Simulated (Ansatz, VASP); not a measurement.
## Si7Ge: VASP beside Ansatz

```
CELL_PARAMETERS angstrom
5.57995 0.00000 0.00000
0.00000 5.57995 0.00000
0.00000 0.00000 4.94607
ATOMIC_POSITIONS crystal
Si 0.25260 0.25260 0.25260
Si 0.00000 0.50000 0.50000
Si 0.50000 0.50000 0.00000
Si 0.50000 0.00000 0.50000
Si 0.74740 0.25260 0.74740
Si 0.74740 0.74740 0.25260
Si 0.25260 0.74740 0.74740
Ge 0.00000 0.00000 0.00000
```

Alike in both runs: task single point; functional PBEsol; k mesh 8 × 8 × 8; occupations gaussian, width 0.03 eV; no spin polarisation.

|  | VASP | Ansatz |
| --- | --- | --- |
| version | VASP 6.6.1 | Ansatz 0.2.0 |
| potentials or method | VASP PAW PBE potentials, release 64 (Si, Ge_d), cutoff 520 eV | scalar-relativistic, plane waves, PAW |
| valence electrons in the cell | 42 | 42 |

Ansatz gave:

| Item | Value |
| --- | --- |
| gap on the k mesh at the Fermi level (eV) | none |
| pressure (GPa) | 4.8 |
| traceless stress, the component that is largest in VASP (GPa) | 5.09 |
| rms of the force components (eV/Å) | 0.026 |

**Question.** What did VASP give for the same quantities?

**Answer.** gap on the k mesh at the Fermi level (eV): none; pressure (GPa): 4.9; traceless stress, the component that is largest in VASP (GPa): 5.07; rms of the force components (eV/Å): 0.024.

VASP's potentials were made for PBE, not for PBEsol, and Ansatz warns of the same on its side. Atom by atom the forces differ by 0.004 eV/Å (rms over components). A gap of «none» marks a metal or a gap that the smearing closes. With one functional, cell and mesh, what is left measures potentials, basis and numerics.
